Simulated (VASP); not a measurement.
BaHfO3:

```
Ba Hf O
1.0
     4.20624    0.00000    0.00000
     0.00000    4.20624    0.00000
     0.00000    0.00000    4.20624
Ba Hf O
1 1 3
Direct
  0.00000 0.00000 0.00000
  0.50000 0.50000 0.50000
  0.50000 0.50000 0.00000
  0.50000 0.00000 0.50000
  0.00000 0.50000 0.50000
```

| Property | Result |
| --- | --- |
| Program | VASP 6.6.1 |
| Task | relaxation of cell and atoms |
| Functional | r2SCAN |
| Potentials or basis | VASP PAW PBE potentials, release 64 (Ba_sv, Hf_pv, O) |
| Cutoff | 600 eV |
| k mesh | 6 × 6 × 6 |
| Occupations | fermi-dirac, width 0.02 eV |
| Spin | no spin polarisation |

At the start: pressure -4.3 GPa; volume 14.88 Å³/atom.

Task: How do energy, volume and symmetry change on relaxing?

Result: Over 3 steps the energy falls by 5.3 meV/atom and the volume is 14.50 Å³/atom (-2.6 %); space group Pm-3m (No. 221, to 0.1 Å) before and after.

The path:
| step | energy change (eV) | largest force (eV/Å) | pressure (GPa) | volume (Å³) |
| --- | --- | --- | --- | --- |
| 1 | 0.0000 | 0.0000 | -4.33 | 74.42 |
| 2 | 0.0164 | 0.0000 | 6.17 | 70.17 |
| 3 | -0.0267 | 0.0000 | 0.01 | 72.50 |

Final structure:
```
Ba Hf O
1.0
     4.16975    0.00000    0.00000
     0.00000    4.16975    0.00000
     0.00000    0.00000    4.16975
Ba Hf O
1 1 3
Direct
  0.00000 0.00000 0.00000
  0.50000 0.50000 0.50000
  0.50000 0.50000 0.00000
  0.50000 0.00000 0.50000
  0.00000 0.50000 0.50000
```

Caveat: the PAW data sets were made with another functional, which shifts forces and pressure a little.
